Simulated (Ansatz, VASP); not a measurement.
Two plane-wave programs on SiO2

The input INCAR:

```
PREC     = Accurate       # precision mode
ENCUT    = 600            # plane-wave cutoff, eV
EDIFF    = 1E-7           # SCF threshold, eV
ISMEAR   = 0              # smearing method
SIGMA    = 0.02           # smearing width, eV
LREAL    = False          # projectors in reciprocal space
LASPH    = True           # aspherical terms in the spheres
NELM     = 60             # most SCF steps
ALGO     = Normal         # electronic algorithm
ISIF     = 3              # what is computed and relaxed
LWAVE    = False          # write WAVECAR
LCHARG   = False          # write CHGCAR
GGA      = PE             # functional
IBRION   = 2              # ionic algorithm
NSW      = 100            # ionic steps
EDIFFG   = -0.01          # ionic threshold
```

The input KPOINTS:

```
regular mesh
0
Gamma
  6 6 6
```

File POSCAR:

```
SiO2
1.0
   -4.5023336723      4.5023336723      2.6381865744
    4.5023336723     -4.5023336723      2.6381865744
    4.5023336723      4.5023336723     -2.6381865744
Si O
4 8
Direct
    0.6769940244      0.6769940244      0.3539880488
    0.3230059756      0.3230059756      0.6460119512
    0.3230059756      0.6769940244      0.0000000000
    0.6769940244      0.3230059756      0.0000000000
    0.5000000000      0.5000000000      0.5000000000
    0.0000000000      0.0000000000      0.5000000000
    0.5000000000      0.7096137238      0.2096137238
    0.7096137238      0.5000000000      0.2096137238
    0.2903862762      0.5000000000      0.7903862762
    0.5000000000      0.2903862762      0.7903862762
    0.0000000000      0.5000000000      0.0000000000
    0.5000000000      0.0000000000      0.0000000000
```

Input for Ansatz:

```yaml
crystal:
  lattice:
    - [-4.5023336723, 4.5023336723, 2.6381865744]
    - [4.5023336723, -4.5023336723, 2.6381865744]
    - [4.5023336723, 4.5023336723, -2.6381865744]
  atoms:
    - { symbol: Si, position: [0.6769940244, 0.6769940244, 0.3539880488] }
    - { symbol: Si, position: [0.3230059756, 0.3230059756, 0.6460119512] }
    - { symbol: Si, position: [0.3230059756, 0.6769940244, 0.0] }
    - { symbol: Si, position: [0.6769940244, 0.3230059756, 0.0] }
    - { symbol: O, position: [0.5, 0.5, 0.5] }
    - { symbol: O, position: [0.0, 0.0, 0.5] }
    - { symbol: O, position: [0.5, 0.7096137238, 0.2096137238] }
    - { symbol: O, position: [0.7096137238, 0.5, 0.2096137238] }
    - { symbol: O, position: [0.2903862762, 0.5, 0.7903862762] }
    - { symbol: O, position: [0.5, 0.2903862762, 0.7903862762] }
    - { symbol: O, position: [0.0, 0.5, 0.0] }
    - { symbol: O, position: [0.5, 0.0, 0.0] }
basis:
  ecutwfc: 420
kpoints:
  mp_grid: { grid: [6, 6, 6] }
hamiltonian:
  xc: pbe
scf:
  occupations: { method: gaussian, width: 0.02 }
output:
  forces: true
  stress: true
  eigenvalues: true
  write_density: true
  write_potential: true
  elf: true
  volumetric_format: npy
relax:
  adjacent_minimum: "off"
  f_tol: 0.01
  max_steps: 80
  cell: { stress_tol: 0.05 }
```

Alike in both runs: task relaxation of cell and atoms; functional PBE; k mesh 6 × 6 × 6; occupations gaussian, width 0.02 eV; no spin polarisation.

```csv
,VASP,Ansatz
version,VASP 6.6.1,Ansatz 0.2.0
potentials or method,"VASP PAW PBE potentials, release 64 (Si, O), cutoff 600 eV","scalar-relativistic, plane waves, PAW"
valence electrons in the cell,64,64
```

VASP gave:

- gap on the k mesh at the Fermi level, each at its own relaxed structure (eV): 5.36
- relaxed volume (Å³/atom): 17.81
- relaxed length of the cell vector where the two differ most in proportion (Å): 6.890

Q: Estimate Ansatz's values.

A: gap on the k mesh at the Fermi level, each at its own relaxed structure (eV): 5.36; relaxed volume (Å³/atom): 17.83; relaxed length of the cell vector where the two differ most in proportion (Å): 6.893.

Ansatz's warnings: xc potential rough in thin density.
